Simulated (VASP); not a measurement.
# NbTe (P-6m2) in VASP: further runs, part 2 of 2

VASP 6.6.1. Earlier steps stand in the parts before.

### Step 3. Single point, PBE

The input, INCAR:

```
SYSTEM = NbTe
PREC = Accurate ; ENCUT = 520
EDIFF = 1E-6 ; ISMEAR = 0
SIGMA = 0.1 ; LREAL = .False.
LASPH = .True. ; NELM = 100
ALGO = Normal ; ISIF = 2
LWAVE = .False. ; LCHARG = .False.
GGA = PE ; NBANDS = 16
```

The input, KPOINTS:

```
Automatic mesh
0
Gamma
  6 6 5
  0 0 0
```

The input, POSCAR:

```
NbTe
1.0
    3.7029743866      0.0000000000      0.0000000000
   -1.8514871933      3.2068698884      0.0000000000
    0.0000000000      0.0000000000      3.6942110000
Nb Te
1 1
Direct
    0.0000000000      0.0000000000      0.5000000000
    0.6666666667      0.3333333333      0.0000000000
```

Potentials or basis: VASP PAW PBE potentials, release 64 (Nb_sv, Te).

Run with:

```sh
> cat potpaw_PBE.64/Nb_sv/POTCAR potpaw_PBE.64/Te/POTCAR > POTCAR
> mpirun -np 1 vasp_std > vasp.out
```

OUTCAR:

```text
SYSTEM = NbTe
   PREC = Accurate
   ENCUT = 520
   EDIFF = 1E-6
   ISMEAR = 0
   LREAL = .False.
   LASPH = .True.
   NELM = 100
   ISIF = 2
   GGA = PE

 ion  position               nearest neighbor table
   1  0.000  0.000  0.500-   2 2.83   2 2.83   2 2.83   2 2.83   2 2.83   2 2.83
   2  0.667  0.333  0.000-   1 2.83   1 2.83   1 2.83   1 2.83   1 2.83   1 2.83

  LATTYP: Found a hexagonal cell.
 ALAT       =     3.7029743866
 C/A-ratio  =     0.9976334196

  Lattice vectors:

 A1 = (   3.7029743866,   0.0000000000,   0.0000000000)
 A2 = (  -1.8514871933,   3.2068698884,   0.0000000000)
 A3 = (   0.0000000000,   0.0000000000,   3.6942110000)

Analysis of symmetry for initial positions (statically):
=====================================================================
 Subroutine PRICEL returns:
 Original cell was already a primitive cell.

 Routine SETGRP: Setting up the symmetry group for a
 hexagonal supercell.

 Subroutine GETGRP returns: Found 12 space group operations
 (whereof 12 operations were pure point group operations)
 out of a pool of 24 trial point group operations.

The static configuration has the point symmetry D_3h.

Analysis of symmetry for dynamics (positions and initial velocities):
=====================================================================
 Subroutine PRICEL returns:
 Original cell was already a primitive cell.

 Routine SETGRP: Setting up the symmetry group for a
 hexagonal supercell.

 Subroutine GETGRP returns: Found 12 space group operations
 (whereof 12 operations were pure point group operations)
 out of a pool of 24 trial point group operations.

The dynamic configuration has the point symmetry D_3h.

 Subroutine INISYM returns: Found 12 space group operations
 (whereof 12 operations are pure point group operations),
 and found     1 'primitive' translations

----------------------------------------------------------------------------------------

                                     Primitive cell

[... 106 lines left out ...]
     AMIX_MAG =   1.60;   BMIX_MAG =  1.00
  volume/ion in A,a.u.               =      21.93       148.02
  Fermi-wavevector in a.u.,A,eV,Ry     =   1.238630  2.340671 20.874103  1.534203
  Thomas-Fermi vector in A             =   2.373147
   LORBIT       =      0    0 simple, 1 ext, 2 COOP (PROOUT), +10 PAW based schemes
   GGA     = PE    functional components
   LHFCALC =     F    Hartree Fock is set to
   AEXX    =    0.0000 exact exchange contribution
   IVDW    =     0    specifies the selected vdW correction
   LEPSILON=     F    determine dielectric tensor
   LRPA    =     F    only Hartree local field effects (RPA)
 non-spin polarized calculation
 Gauss-broadening in eV      SIGMA  =   0.10
  energy-cutoff  :      520.00
  volume of cell :       43.87
 maximum number of plane-waves:      1194
 NGX is ok and might be reduce to    28
   NGX = 13   NGY = 13   NGZ = 13

 number of electron      18.9999998 magnetization

 Free energy of the ion-electron system (eV)
  ---------------------------------------------------
  ext. energy  EPLUGINS =         0.00000000
  ---------------------------------------------------
  free energy    TOTEN  =       -13.62845422 eV

  energy without entropy =      -13.61866634  energy(sigma->0) =      -13.62356028

 E-fermi :  11.1268     XC(G=0): -11.2754

 val. band max:       11.1261023869   @ k =   0.1667   0.1667   0.4000
 cond. band min:      11.1718252945   @ k =   0.0000   0.0000   0.0000
 fundamental gap:      0.0457229076
 Fermi energy:        11.1267544447

 k-point     1 :       0.0000    0.0000    0.0000
  band No.  band energies     occupation
      1     -44.5397      2.00000
      2     -20.7345      2.00000
      3     -20.5435      2.00000
      4     -20.5435      2.00000
      5      -3.2135      2.00000
      6       7.8856      2.00000
[... 376 lines left out ...]
      3     -20.6287      2.00000
      4     -20.6097      2.00000
      5      -1.0768      2.00000
      6       4.8547      2.00000
[... 8 lines left out ...]
     15      15.5468      0.00000
     16      19.8558      0.00000

------------------------ aborting loop because EDIFF is reached ----------------------------------------

  FORCE on cell =-STRESS in cart. coord.  units (eV):
  Direction    XX          YY          ZZ          XY          YZ          ZX
  --------------------------------------------------------------------------------------
  -------------------------------------------------------------------------------------
  Total       -0.2439035     -0.2439035     -0.1321048      0.0000000      0.0000000      0.0000000
  in kB       -8.9078903     -8.9078903     -4.8247566      0.0000000      0.0000000      0.0000000
  external PRESSURE =      -7.5468458 kB  Pullay stress =       0.0000000 kB

 VOLUME and BASIS-vectors are now :
 -----------------------------------------------------------------------------
  energy-cutoff  :      520.00
  volume of cell :       43.87
      direct lattice vectors                 reciprocal lattice vectors
     3.702974387  0.000000000  0.000000000     0.270053178  0.155915275  0.000000000
    -1.851487193  3.206869888  0.000000000     0.000000000  0.311830550  0.000000000
     0.000000000  0.000000000  3.694211000     0.000000000  0.000000000  0.270693796

 POSITION                                       TOTAL-FORCE (eV/Angst)
 -----------------------------------------------------------------------------------
      0.00000      0.00000      1.84711        -0.000000      0.000000      0.000000
      1.85149      1.06896      0.00000         0.000000      0.000000      0.000000
 -----------------------------------------------------------------------------------
    total drift:                               -0.000000      0.000000      0.000000

  FREE ENERGIE OF THE ION-ELECTRON SYSTEM (eV)
  ---------------------------------------------------
  free  energy   TOTEN  =       -13.6284542193 eV

  energy  without entropy=      -13.6186663428  energy(sigma->0) =      -13.62356028
```

OSZICAR:

```text
N       E                     dE             d eps       ncg     rms          rms(c)
DAV:   1     0.144448805888E+03    0.14445E+03   -0.94520E+03   672   0.109E+03
DAV:   2    -0.427118036445E+01   -0.14872E+03   -0.14491E+03   848   0.366E+02
DAV:   3    -0.138389243563E+02   -0.95677E+01   -0.94691E+01  1224   0.693E+01
DAV:   4    -0.140343453290E+02   -0.19542E+00   -0.19509E+00   816   0.975E+00
DAV:   5    -0.140413744384E+02   -0.70291E-02   -0.70266E-02  1152   0.179E+00    0.694E+00
DAV:   6    -0.136524650460E+02    0.38891E+00   -0.12694E+00  1024   0.959E+00    0.306E+00
DAV:   7    -0.136337559784E+02    0.18709E-01   -0.69130E-02   848   0.190E+00    0.162E+00
DAV:   8    -0.136283330725E+02    0.54229E-02   -0.19607E-02   928   0.957E-01    0.221E-01
DAV:   9    -0.136283897856E+02   -0.56713E-04   -0.16532E-03   944   0.309E-01    0.126E-01
DAV:  10    -0.136284584209E+02   -0.68635E-04   -0.28994E-04   968   0.169E-01    0.245E-02
DAV:  11    -0.136284548286E+02    0.35923E-05   -0.18386E-05   984   0.426E-02    0.139E-02
DAV:  12    -0.136284542193E+02    0.60928E-06   -0.10909E-06   632   0.107E-02
   1 F= -.13628454E+02 E0= -.13623560E+02  d E =-.978788E-02
```

stdout:

```text
POSCAR found type information on POSCAR NbTe
 POSCAR found :  2 types and       2 ions
 scaLAPACK will be used
 LDA part: xc-table for (Slater+PW92), standard interpolation
 POSCAR, INCAR and KPOINTS ok, starting setup
 FFT: planning ... GRIDC
 FFT: planning ... GRID_SOFT
 FFT: planning ... GRID
 WAVECAR not read
 entering main loop
```

Run time: 16 s. Hardware: 1 thread of Intel Xeon 6975P-C, shared host; peak memory 0.16 GiB.

Results:

```
Free energy : -13.6285 eV
Pressure    : -0.8 GPa
```

Stress tensor (GPa, compression positive):
```
-0.89  0.00  0.00
 0.00 -0.89  0.00
 0.00  0.00 -0.48
```

Caveat: spin-orbit coupling is left out, which moves the levels of the heavy elements.
